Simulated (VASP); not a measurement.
# CdTe (F-43m) in VASP: further runs, part 3 of 3

VASP 6.6.1. The steps go on from the part before.

### Step 5. Single point, PBE

This run uses another cell than the first one, of 36.28 Å³/atom, 1.028 times its volume.

INCAR reads:

```
SYSTEM = CdTe
PREC     = Accurate       ! precision mode
ENCUT    = 520            ! plane-wave cutoff, eV
EDIFF    = 1E-6           ! SCF threshold, eV
ISMEAR   = 0              ! smearing method
SIGMA    = 0.01           ! smearing width, eV
LREAL    = .FALSE.        ! projectors in reciprocal space
LASPH    = .TRUE.         ! aspherical terms in the spheres
NELM     = 80             ! most SCF steps
ALGO     = Normal         ! electronic algorithm
ISIF     = 2              ! what is computed and relaxed
LWAVE    = .FALSE.        ! write WAVECAR
LCHARG   = .TRUE.         ! write CHGCAR
GGA      = PE             ! functional
LELF     = .TRUE.         ! ELF
LVHAR    = .TRUE.       
NBANDS   = 16             ! bands
```

KPOINTS reads:

```
regular mesh
0
G
  6 6 6
  0 0 0
```

POSCAR reads:

```
CdTe
1.0
    0.0000000000      3.3103965183      3.3103965183
    3.3103965183      0.0000000000      3.3103965183
    3.3103965183      3.3103965183      0.0000000000
Cd Te
1 1
Direct
    0.0000000000      0.0000000000      0.0000000000
    0.2500000000      0.2500000000      0.2500000000
```

Potentials or basis: VASP PAW PBE potentials, release 64 (Cd, Te).

Command:

```bash
> cat potpaw_PBE.64/Cd/POTCAR potpaw_PBE.64/Te/POTCAR > POTCAR
> mpirun -np 1 vasp_std > vasp.out
```

OUTCAR:

```text
SYSTEM = CdTe
   PREC = Accurate
   ENCUT = 520
   EDIFF = 1E-6
   ISMEAR = 0
   LREAL = .FALSE.
   LASPH = .TRUE.
   NELM = 80
   ISIF = 2
   GGA = PE

 ion  position               nearest neighbor table
   1  0.000  0.000  0.000-   2 2.87   2 2.87   2 2.87   2 2.87
   2  0.250  0.250  0.250-   1 2.87   1 2.87   1 2.87   1 2.87

  LATTYP: Found a face centered cubic cell.
 ALAT       =     6.6207930366

  Lattice vectors:

 A1 = (   0.0000000000,   3.3103965183,   3.3103965183)
 A2 = (   3.3103965183,   0.0000000000,   3.3103965183)
 A3 = (   3.3103965183,   3.3103965183,   0.0000000000)

Analysis of symmetry for initial positions (statically):
=====================================================================
 Subroutine PRICEL returns:
 Original cell was already a primitive cell.

 Routine SETGRP: Setting up the symmetry group for a
 face centered cubic supercell.

 Subroutine GETGRP returns: Found 24 space group operations
 (whereof 24 operations were pure point group operations)
 out of a pool of 48 trial point group operations.

The static configuration has the point symmetry T_d .

Analysis of symmetry for dynamics (positions and initial velocities):
=====================================================================
 Subroutine PRICEL returns:
 Original cell was already a primitive cell.

 Routine SETGRP: Setting up the symmetry group for a
 face centered cubic supercell.

 Subroutine GETGRP returns: Found 24 space group operations
 (whereof 24 operations were pure point group operations)
 out of a pool of 48 trial point group operations.

The dynamic configuration has the point symmetry T_d .

 Subroutine INISYM returns: Found 24 space group operations
 (whereof 24 operations are pure point group operations),
 and found     1 'primitive' translations

----------------------------------------------------------------------------------------

[... 101 lines left out ...]
   IMIX   =      4    mixing-type and parameters
     AMIX     =   0.40;   BMIX     =  1.00
     AMIX_MAG =   1.60;   BMIX_MAG =  1.00
  volume/ion in A,a.u.               =      36.28       244.81
  Fermi-wavevector in a.u.,A,eV,Ry     =   1.028669  1.943903 14.397140  1.058160
  Thomas-Fermi vector in A             =   2.162677
   LORBIT       =      0    0 simple, 1 ext, 2 COOP (PROOUT), +10 PAW based schemes
   GGA     = PE    functional components
   LHFCALC =     F    Hartree Fock is set to
   AEXX    =    0.0000 exact exchange contribution
   IVDW    =     0    specifies the selected vdW correction
   LEPSILON=     F    determine dielectric tensor
   LRPA    =     F    only Hartree local field effects (RPA)
 non-spin polarized calculation
 Gauss-broadening in eV      SIGMA  =   0.01
  energy-cutoff  :      520.00
  volume of cell :       72.56
 maximum number of plane-waves:      1980
   NGX = 17   NGY = 17   NGZ = 17

 number of electron      18.0000006 magnetization

 Free energy of the ion-electron system (eV)
  ---------------------------------------------------
  ext. energy  EPLUGINS =         0.00000000
  ---------------------------------------------------
  free energy    TOTEN  =        -4.80709823 eV

  energy without entropy =       -4.80709823  energy(sigma->0) =       -4.80709823

 E-fermi :   1.8908     XC(G=0):  -8.3025

 val. band max:        1.7904517378   @ k =   0.0000   0.0000   0.0000
 cond. band min:       2.3679694379   @ k =   0.0000   0.0000   0.0000
 fundamental gap:      0.5775177000
 Fermi energy:         1.8907561815

 k-point     1 :       0.0000    0.0000    0.0000
  band No.  band energies     occupation
      1      -9.0369      2.00000
      2      -6.2999      2.00000
      3      -6.2999      2.00000
      4      -6.2999      2.00000
      5      -6.0842      2.00000
      6      -6.0842      2.00000
[... 281 lines left out ...]
      3      -6.1889      2.00000
      4      -6.1220      2.00000
      5      -6.0728      2.00000
      6      -5.6136      2.00000
[... 8 lines left out ...]
     15      12.5941      0.00000
     16      12.9372      0.00000

------------------------ aborting loop because EDIFF is reached ----------------------------------------

  FORCE on cell =-STRESS in cart. coord.  units (eV):
  Direction    XX          YY          ZZ          XY          YZ          ZX
  --------------------------------------------------------------------------------------
  -------------------------------------------------------------------------------------
  Total        0.0390268      0.0390268      0.0390268     -0.0000000     -0.0000000     -0.0000000
  in kB        0.8617931      0.8617931      0.8617931     -0.0000000     -0.0000000     -0.0000000
  external PRESSURE =       0.8617931 kB  Pullay stress =       0.0000000 kB

 VOLUME and BASIS-vectors are now :
 -----------------------------------------------------------------------------
  energy-cutoff  :      520.00
  volume of cell :       72.56
      direct lattice vectors                 reciprocal lattice vectors
     0.000000000  3.310396518  3.310396518    -0.151039308  0.151039308  0.151039308
     3.310396518  0.000000000  3.310396518     0.151039308 -0.151039308  0.151039308
     3.310396518  3.310396518  0.000000000     0.151039308  0.151039308 -0.151039308

 POSITION                                       TOTAL-FORCE (eV/Angst)
 -----------------------------------------------------------------------------------
      0.00000      0.00000      0.00000         0.000000      0.000000      0.000000
      1.65520      1.65520      1.65520        -0.000000     -0.000000     -0.000000
 -----------------------------------------------------------------------------------
    total drift:                               -0.000000     -0.000000     -0.000001

  FREE ENERGIE OF THE ION-ELECTRON SYSTEM (eV)
  ---------------------------------------------------
  free  energy   TOTEN  =        -4.8070982331 eV

  energy  without entropy=       -4.8070982331  energy(sigma->0) =       -4.80709823
```

stdout:

```text
POSCAR found type information on POSCAR CdTe
 POSCAR found :  2 types and       2 ions
 scaLAPACK will be used
 LDA part: xc-table for (Slater+PW92), standard interpolation
 POSCAR, INCAR and KPOINTS ok, starting setup
 FFT: planning ... GRIDC
 FFT: planning ... GRID_SOFT
 FFT: planning ... GRID
 WAVECAR not read
 entering main loop
```

Run time: 8 s. Hardware: 1 thread of Intel Xeon 6975P-C (Granite Rapids), shared host; peak memory 0.21 GiB.

Results:

| Quantity | Value |
| --- | --- |
| Free energy | -4.8071 eV |
| Pressure | 0.1 GPa |
| Band gap on the k mesh | 0.58 eV, direct |

Levels at points of the mesh, in eV from the valence-band top:
```tsv
k point	band 7	band 8	band 9	band 10	band 11	band 12
(0.00, 0.00, 0.00)	0.00	0.00	0.00	0.58	4.64	4.64
(0.50, 0.00, 0.00)	-4.08	-0.69	-0.69	1.75	5.21	5.21
(0.50, 0.50, 0.00)	-4.01	-1.66	-1.66	2.67	2.74	8.51
```

Caveat: spin-orbit coupling is left out, which moves the levels of the heavy elements.

### Step 6. Single point, PBE (volume changed by +3%)

INCAR reads:

```
  PREC = Accurate
  ENCUT = 520
  EDIFF = 1E-7
  ISMEAR = 0
  SIGMA = 0.01
  LREAL = False
  LASPH = True
  NELM = 80
  ALGO = Normal
  ISIF = 2
  LWAVE = False
  LCHARG = False
  GGA = PE
  NBANDS = 16
```

KPOINTS reads:

```
Automatic mesh
0
Gamma
  6 6 6
```

POSCAR reads:

```
CdTe
1.0
    0.0000000000      3.3431748532      3.3431748532
    3.3431748532      0.0000000000      3.3431748532
    3.3431748532      3.3431748532      0.0000000000
Cd Te
1 1
Direct
    0.0000000000      0.0000000000      0.0000000000
    0.2500000000      0.2500000000      0.2500000000
```

Potentials or basis: VASP PAW PBE potentials, release 64 (Cd, Te).

Command:

```bash
> cat potpaw_PBE.64/Cd/POTCAR potpaw_PBE.64/Te/POTCAR > POTCAR
> mpirun -np 1 vasp_std > vasp.out
```

Run time: 7.9 s. Hardware: 1 thread of Intel Xeon 6975P-C (Granite Rapids), shared host; peak memory 0.21 GiB.

It converged, with:

| Property | Result |
| --- | --- |
| Free energy | -4.8013 eV |
| Pressure | -0.9 GPa |
| Band gap on the k mesh | 0.49 eV, direct |

Levels at points of the mesh, in eV from the valence-band top:
```tsv
k point	band 7	band 8	band 9	band 10	band 11	band 12
(0.00, 0.00, 0.00)	0.00	0.00	0.00	0.49	4.65	4.65
(0.50, 0.00, 0.00)	-3.92	-0.65	-0.65	1.72	5.21	5.21
(0.50, 0.50, 0.00)	-3.88	-1.57	-1.57	2.66	2.80	8.36
```

Caveat: the cell differs from its parent crystal (volume changed by +3%); spin-orbit coupling is left out, which moves the levels of the heavy elements.

### Step 7. Overview

| cell | gap on the mesh (eV) | pressure (GPa) |
| --- | --- | --- |
| a = 4.639 Å, angles 60.0°, 2 atoms | 0.66 | 1.1 |
| a = 4.586 Å, angles 60.0°, 2 atoms | 0.76 | 2.6 |
| a = 4.634 Å, angles 60.0°, 2 atoms | 0.67 | 1.2 |
| a = 4.682 Å, angles 60.0°, 2 atoms | 0.58 | 0.1 |
| a = 4.728 Å, angles 60.0°, 2 atoms | 0.49 | -0.9 |

Alike in all rows: task single point; level PBE; potentials or basis VASP PAW PBE potentials, release 64 (Cd, Te); no spin polarisation; k mesh 6 × 6 × 6; cutoff (eV) 520; smearing gaussian 0.01 eV.

Caveats: spin-orbit coupling is left out, which moves the levels of the heavy elements.

Absolute energies hang on the potentials; compare differences alone.
